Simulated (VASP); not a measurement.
Input of a VASP 6.6.1 run:

POSCAR

```
Ni
1.0
   -1.3837154700      1.3837154700      1.3837154700
    1.3837154700     -1.3837154700      1.3837154700
    1.3837154700      1.3837154700     -1.3837154700
Ni
1
Direct
    0.0000000000      0.0000000000      0.0000000000
```

File INCAR.step1:

```
PREC = Accurate
ENCUT = 520
EDIFF = 1E-5
ISMEAR = -1
SIGMA = 0.05
LREAL = F
LASPH = T
NELM = 150
ALGO = Normal
ISIF = 2
LWAVE = T
LCHARG = F
ISPIN = 2
MAGMOM = 1
LORBIT = 11
LMAXMIX = 4
NBANDS = 15
GGA = PE
```

Contents of INCAR.step2:

```
PREC = Accurate
ENCUT = 520
EDIFF = 1E-6
ISMEAR = -1
SIGMA = 0.05
LREAL = F
LASPH = T
NELM = 150
ALGO = Normal
ISIF = 2
LWAVE = F
LCHARG = F
ISPIN = 2
MAGMOM = 1
LORBIT = 11
LMAXMIX = 4
GGA = PS
LHFCALC = T
AEXX = 0.25
PRECFOCK = Normal
NBANDS = 15
ISTART = 1
```

Contents of KPOINTS:

```
regular mesh
0
Gamma
  7 7 7
```

Potentials or basis: VASP PAW PBE potentials, release 64 (Ni).

Command:

```sh
$ cat potpaw_PBE.64/Ni/POTCAR > POTCAR
$ cp INCAR.step1 INCAR
$ mpirun -np 1 vasp_std > vasp.out
$ cp INCAR.step2 INCAR
$ mpirun -np 1 vasp_std > vasp.out
```

(1) What does it give for the site moments?

(2) Predict the pressure.

## Answers

(1) Ni +0.55 μB.

(2) -6.6 GPa.

Caveat: the k points lie up to 0.46 Å⁻¹ apart; the PAW data sets were made with another functional, which shifts forces and pressure a little.
